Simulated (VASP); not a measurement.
# Si (a cell with a defect) in VASP: notebook

Aim: see how the results for Si (a cell with a defect) move with the level of theory and the settings. Levels: PBEsol, HSE06. Tasks: single point, relaxation of the atoms.

Everything below comes from runs of VASP 6.6.1. Logs are shortened: lines on timing, memory, paths and dates and some standing lists are left out, and cuts for length are marked.

### 1 The cell of the first run

The cell holds a defect, 63 atoms: a = 10.866 Å, b = 10.866 Å, c = 10.866 Å, α = 90.00°, β = 90.00°, γ = 90.00°.

### 2 Single point, PBEsol, collinear spin

File INCAR:

```
  PREC = Accurate
  ENCUT = 520
  EDIFF = 1E-6
  ISMEAR = -1
  SIGMA = 0.05
  LREAL = Auto
  LASPH = True
  NELM = 150
  ALGO = Normal
  ISIF = 2
  LWAVE = False
  LCHARG = False
  ISPIN = 2
  MAGMOM = 0 0 0 0 0 0 0 0 0 0 0 0 0 0 0.5 0 0 0 0 0 0 0 0 0 0.5 0 0 0 0 0 0 0 0 0 0 0 0 0 0 0 0 0.5 0 0 0 0 0 0 0 0 0 0 0 0 0 0 0 0 0 0.5 0 0 0
  LORBIT = 11
  GGA = PS
  NBANDS = 167
  NELECT = 254.0
```

File KPOINTS:

```
Automatic mesh
0
Gamma
  1 1 1
```

File POSCAR:

```
Si
1.0
   10.8655790000      0.0000000000      0.0000000000
    0.0000000000     10.8655790000      0.0000000000
    0.0000000000      0.0000000000     10.8655790000
Si
63
Direct
    0.9997580000      0.0000080000      0.9999570000
    0.9996310000      0.9999980000      0.4999530000
    0.9996050000      0.5000850000      0.0001190000
    0.9997220000      0.5000300000      0.4999290000
    0.4997200000      0.0002500000      0.9999380000
    0.4997550000      0.0000270000      0.4999610000
    0.4997510000      0.4999870000      0.9999550000
    0.1251400000      0.1241160000      0.1241890000
    0.1258880000      0.1249520000      0.6240770000
    0.1258680000      0.6239710000      0.1252290000
    0.1248380000      0.6242340000      0.6242220000
    0.6245360000      0.1255250000      0.1256030000
    0.6247040000      0.1249860000      0.6238690000
    0.6247260000      0.6238740000      0.1248970000
    0.6193060000      0.6171100000      0.6174710000
    0.2502590000      0.2502530000      0.9997900000
    0.2516530000      0.2524970000      0.4998010000
    0.2501820000      0.7495380000      0.0001420000
    0.2519940000      0.7472460000      0.5001160000
    0.7491830000      0.2502910000      0.0001670000
    0.7476230000      0.2526490000      0.5001380000
    0.7493210000      0.7495870000      0.9997090000
    0.7475250000      0.7472530000      0.4997580000
    0.3747390000      0.3761190000      0.1249040000
    0.3798640000      0.3827190000      0.6172450000
    0.3746780000      0.8748590000      0.1251600000
    0.3747980000      0.8750340000      0.6238210000
    0.8731700000      0.3761690000      0.1251320000
    0.8746240000      0.3757560000      0.6241980000
    0.8741670000      0.8759770000      0.1240600000
    0.8732670000      0.8749440000      0.6238590000
    0.2501510000      0.9998380000      0.2504520000
    0.2502500000      0.0000990000      0.7496650000
    0.2517980000      0.4997740000      0.2525620000
    0.2516600000      0.5001710000      0.7474960000
    0.7492370000      0.0002380000      0.2504140000
    0.7491820000      0.9998560000      0.7496850000
    0.7473680000      0.5002260000      0.2528540000
    0.7477650000      0.4997590000      0.7475060000
    0.3748400000      0.1250340000      0.3760750000
    0.3749880000      0.1255570000      0.8743270000
    0.3803870000      0.6177070000      0.3819440000
    0.3748590000      0.6238720000      0.8749510000
    0.8736350000      0.1252750000      0.3758280000
    0.8743680000      0.1241870000      0.8757940000
    0.8746840000      0.6243350000      0.3756150000
    0.8737490000      0.6241280000      0.8746900000
    0.9992220000      0.2502670000      0.2497940000
    0.0002200000      0.2501340000      0.7499070000
    0.0001590000      0.7501800000      0.2499100000
    0.9992990000      0.7502140000      0.7497110000
    0.4996590000      0.2534190000      0.2532370000
    0.4997890000      0.2533550000      0.7466380000
    0.4998750000      0.7473480000      0.2526000000
    0.4997030000      0.7469640000      0.7468210000
    0.1247950000      0.3757190000      0.3757160000
    0.1258590000      0.3759940000      0.8750880000
    0.1259440000      0.8747900000      0.3761330000
    0.1251850000      0.8758030000      0.8758610000
    0.6187200000      0.3831960000      0.3834310000
    0.6246800000      0.3760800000      0.8750150000
    0.6246670000      0.8750280000      0.3761100000
    0.6245460000      0.8746290000      0.8746640000
```

Potentials or basis: VASP PAW PBE potentials, release 64 (Si).

Command:

```bash
> cat potpaw_PBE.64/Si/POTCAR > POTCAR
> mpirun -np 1 vasp_gam > vasp.out
```

OUTCAR:

```text
PREC = Accurate
   ENCUT = 520
   EDIFF = 1E-6
   ISMEAR = -1
   LREAL = Auto
   LASPH = True
   NELM = 150
   ISIF = 2
   ISPIN = 2
   LORBIT = 11
   GGA = PS
   NELECT = 254.0

 ion  position               nearest neighbor table
   1  1.000  0.000  1.000-   8 2.34  30 2.34  59 2.34  45 2.34
   2  1.000  1.000  0.500-  31 2.35   9 2.35  58 2.35  44 2.36
   3  1.000  0.500  0.000-  10 2.35  47 2.35  28 2.35  57 2.35
   4  1.000  0.500  0.500-  56 2.34  11 2.34  29 2.34  46 2.34
   5  0.500  0.000  1.000-  41 2.36  26 2.36  63 2.36  12 2.36
   6  0.500  0.000  0.500-  62 2.34  40 2.35  27 2.35  13 2.35
   7  0.500  0.500  1.000-  61 2.34  43 2.34  14 2.34  24 2.35
   8  0.125  0.124  0.124-   1 2.34  32 2.36  16 2.36  48 2.37
   9  0.126  0.125  0.624-  33 2.35   2 2.35  49 2.36  17 2.37
  10  0.126  0.624  0.125-  18 2.35   3 2.35  50 2.36  34 2.37
  11  0.125  0.624  0.624-   4 2.34  35 2.35  19 2.35  51 2.37
  12  0.625  0.126  0.126-  36 2.35  20 2.35   5 2.36  52 2.39
  13  0.625  0.125  0.624-   6 2.35  21 2.35  37 2.36  53 2.36
  14  0.625  0.624  0.125-   7 2.34  38 2.35  22 2.36  54 2.36
  15  0.619  0.617  0.617-  39 2.36  23 2.36  55 2.38
  16  0.250  0.250  1.000-  57 2.35  41 2.35  24 2.36   8 2.36
  17  0.252  0.252  0.500-  56 2.35  40 2.35  25 2.36   9 2.37
[... 40 lines left out ...]
  58  0.126  0.875  0.376-  32 2.35   2 2.35  50 2.36  19 2.37
  59  0.125  0.876  0.876-   1 2.34  18 2.36  33 2.36  51 2.37
  60  0.619  0.383  0.383-  21 2.36  38 2.36  52 2.38
  61  0.625  0.376  0.875-   7 2.34  39 2.35  20 2.36  53 2.36
  62  0.625  0.875  0.376-   6 2.34  23 2.35  36 2.36  54 2.36
  63  0.625  0.875  0.875-  37 2.35  22 2.35   5 2.36  55 2.39

  LATTYP: Found a simple cubic cell.
 ALAT       =    10.8655790000

  Lattice vectors:

 A1 = (  10.8655790000,   0.0000000000,   0.0000000000)
 A2 = (   0.0000000000,  10.8655790000,   0.0000000000)
 A3 = (   0.0000000000,   0.0000000000,  10.8655790000)

Analysis of symmetry for initial positions (statically):
=====================================================================
 Subroutine PRICEL returns:
 Original cell was already a primitive cell.

 Routine SETGRP: Setting up the symmetry group for a
 simple cubic supercell.

 Subroutine GETGRP returns: Found  1 space group operations
 (whereof  1 operations were pure point group operations)
 out of a pool of 48 trial point group operations.

The static configuration has the point symmetry C_1 .

Analysis of symmetry for dynamics (positions and initial velocities):
=====================================================================
 Subroutine PRICEL returns:
 Original cell was already a primitive cell.

 Routine SETGRP: Setting up the symmetry group for a
 simple cubic supercell.

 Subroutine GETGRP returns: Found  1 space group operations
 (whereof  1 operations were pure point group operations)
 out of a pool of 48 trial point group operations.

[... 261 lines left out ...]

 val. band max:        6.0951367293   @ k =   0.0000   0.0000   0.0000
 cond. band min:       6.1710965699   @ k =   0.0000   0.0000   0.0000
 fundamental gap:      0.0759598406
 Fermi energy:         6.1529786037

 spin component 1

 k-point     1 :       0.0000    0.0000    0.0000
  band No.  band energies     occupation
      1      -6.3155      1.00000
      2      -5.2876      1.00000
      3      -5.2685      1.00000
      4      -5.2585      1.00000
      5      -5.2268      1.00000
      6      -5.2257      1.00000
[... 131 lines left out ...]
    138       6.7495      0.00001
    139       6.7521      0.00001
 Fermi energy:         6.1529786037

 spin component 2

 k-point     1 :       0.0000    0.0000    0.0000
  band No.  band energies     occupation
      1      -6.2895      1.00000
      2      -5.2605      1.00000
      3      -5.2429      1.00000
      4      -5.2332      1.00000
      5      -5.2030      1.00000
      6      -5.2021      1.00000
[... 131 lines left out ...]
    138       6.7977      0.00000
    139       6.8028      0.00000
 [bands above 139 left out]

------------------------ aborting loop because EDIFF is reached ----------------------------------------

  FORCE on cell =-STRESS in cart. coord.  units (eV):
  Direction    XX          YY          ZZ          XY          YZ          ZX
  --------------------------------------------------------------------------------------
  -------------------------------------------------------------------------------------
  Total       17.9375842     17.0432574     17.0751430     -0.0090147     -0.0826123      0.1135113
  in kB       22.4035022     21.2865150     21.3263391     -0.0112591     -0.1031803      0.1417722
  external PRESSURE =      21.6721188 kB  Pullay stress =       0.0000000 kB

 VOLUME and BASIS-vectors are now :
 -----------------------------------------------------------------------------
  energy-cutoff  :      520.00
  volume of cell :     1282.80
      direct lattice vectors                 reciprocal lattice vectors
    10.865579000  0.000000000  0.000000000     0.092033752  0.000000000  0.000000000
     0.000000000 10.865579000  0.000000000     0.000000000  0.092033752  0.000000000
     0.000000000  0.000000000 10.865579000     0.000000000  0.000000000  0.092033752

 POSITION                                       TOTAL-FORCE (eV/Angst)
 -----------------------------------------------------------------------------------
     10.86295      0.00009     10.86511        -0.006982      0.000194      0.000674
     10.86157     10.86556      5.43228        -0.003325     -0.000288      0.000481
     10.86129      5.43371      0.00129        -0.003589     -0.000936     -0.002194
     10.86256      5.43312      5.43202        -0.005857      0.000460      0.000135
      5.42975      0.00272     10.86491        -0.004090      0.002076     -0.000941
      5.43013      0.00029      5.43237        -0.006445     -0.000177      0.001619
[... 55 lines left out ...]
      6.78737      9.50769      4.08665        -0.046268     -0.028291     -0.045422
      6.78605      9.50335      9.50373        -0.009771     -0.041335     -0.042381
 -----------------------------------------------------------------------------------
    total drift:                               -0.043512      0.014550     -0.000307

  FREE ENERGIE OF THE ION-ELECTRON SYSTEM (eV)
  ---------------------------------------------------
  free  energy   TOTEN  =      -339.8589488558 eV

  energy  without entropy=     -339.5555471640  energy(sigma->0) =     -339.70724801

 total charge

# of ion       s       p       d       tot
------------------------------------------
    1        0.740   0.959   0.000   1.700
    2        0.747   0.942   0.000   1.690
    3        0.747   0.942   0.000   1.690
    4        0.739   0.964   0.000   1.702
    5        0.748   0.939   0.000   1.687
    6        0.739   0.963   0.000   1.702
[... 55 lines left out ...]
   62        0.743   0.958   0.000   1.701
   63        0.747   0.942   0.000   1.689
--------------------------------------------------
tot         47.083  59.452   0.000 106.536

 magnetization (x)

# of ion       s       p       d       tot
------------------------------------------
    1       -0.000  -0.001   0.000  -0.001
    2       -0.000   0.009   0.000   0.009
    3       -0.000   0.009   0.000   0.009
    4       -0.000  -0.002   0.000  -0.002
    5       -0.000   0.006   0.000   0.006
    6       -0.000  -0.002   0.000  -0.002
[... 55 lines left out ...]
   62        0.001   0.001   0.000   0.002
   63        0.001   0.008   0.000   0.010
--------------------------------------------------
tot          0.175   0.547   0.000   0.723
```

Run time: 21 min. Hardware: 1 thread of Intel Xeon 8259CL, shared host; peak memory 1.4 GiB.

What came out:

```
Free energy                                           : -339.8589 eV
Largest force                                         : 0.110 eV/Å
Net moment                                            : 2.16 μB per cell
Site moments                                          : Si -0.00, +0.01, +0.00, +0.09, +0.10 (each value once) μB
Valence electrons inside the program's atomic spheres : Si 1.70, 1.69, 1.64, 1.68 (each value once)
```

Forces on the atoms (eV/Å):
```
Si  -0.007  0.000  0.001
Si  -0.003  0.000  0.000
Si  -0.004 -0.001 -0.002
Si  -0.006  0.000  0.000
Si  -0.004  0.002 -0.001
Si  -0.006  0.000  0.002
Si  -0.006  0.000  0.001
Si  -0.059  0.046  0.040
Si  -0.050  0.040  0.085
Si  -0.047  0.090  0.035
Si  -0.053  0.044  0.039
Si  -0.015  0.046  0.040
Si  -0.046  0.034  0.040
Si  -0.047  0.046  0.029
Si  -0.038  0.039  0.032
Si   0.001  0.002 -0.002
Si   0.013  0.004 -0.023
Si   0.002 -0.008  0.002
Si   0.008 -0.012  0.023
Si  -0.001  0.000  0.001
Si  -0.015  0.010  0.022
Si  -0.003 -0.003  0.000
Si  -0.010 -0.015 -0.022
Si   0.050 -0.044  0.029
Si   0.040 -0.035  0.035
Si   0.018 -0.041  0.040
Si   0.049 -0.032  0.041
Si   0.053 -0.089  0.036
Si   0.055 -0.041  0.039
Si   0.065 -0.047  0.042
Si   0.053 -0.036  0.087
Si   0.001 -0.002  0.008
Si   0.003  0.000 -0.003
Si   0.010 -0.023  0.010
Si   0.013  0.023 -0.006
Si  -0.002 -0.001  0.005
Si  -0.002 -0.002  0.002
Si  -0.013  0.021  0.017
Si  -0.012 -0.023 -0.007
Si   0.044  0.032 -0.044
Si   0.014  0.046 -0.042
Si   0.037  0.036 -0.030
Si   0.044  0.045 -0.032
Si   0.048  0.037 -0.086
Si   0.060  0.045 -0.045
Si   0.052  0.041 -0.042
Si   0.047  0.088 -0.035
Si   0.000 -0.004 -0.003
Si   0.007 -0.002  0.003
Si   0.004  0.005 -0.002
Si   0.000  0.001  0.002
Si  -0.021  0.007  0.010
Si   0.025  0.003 -0.005
Si   0.024 -0.010  0.007
Si  -0.022 -0.008 -0.004
Si  -0.056 -0.040 -0.042
Si  -0.050 -0.087 -0.036
Si  -0.048 -0.036 -0.090
Si  -0.061 -0.042 -0.043
Si  -0.032 -0.039 -0.041
Si  -0.046 -0.042 -0.030
Si  -0.046 -0.028 -0.045
Si  -0.010 -0.041 -0.042
```

Levels at points of the mesh, in eV from the Fermi level:
Spin up:
```csv
k point,band 125,band 126,band 127,band 128,band 129,band 130,band 131,band 132
"(0.00, 0.00, 0.00)",-0.84,-0.06,-0.06,-0.06,0.02,0.08,0.12,0.15
```
Spin down:
| k point | band 121 | band 122 | band 123 | band 124 | band 125 | band 126 | band 127 | band 128 | band 129 | band 130 |
| --- | --- | --- | --- | --- | --- | --- | --- | --- | --- | --- |
| (0.00, 0.00, 0.00) | -1.65 | -1.61 | -0.78 | -0.77 | -0.77 | 0.06 | 0.07 | 0.07 | 0.08 | 0.11 |

Caveat: the k points lie up to 0.58 Å⁻¹ apart; the cell carries a net charge on a neutralising background, which shifts energy and pressure; the cell is charged against a uniform background, so pressure and absolute levels hang on convention; the PAW data sets were made with another functional, which shifts forces and pressure a little.

[end of part 1 of 2]
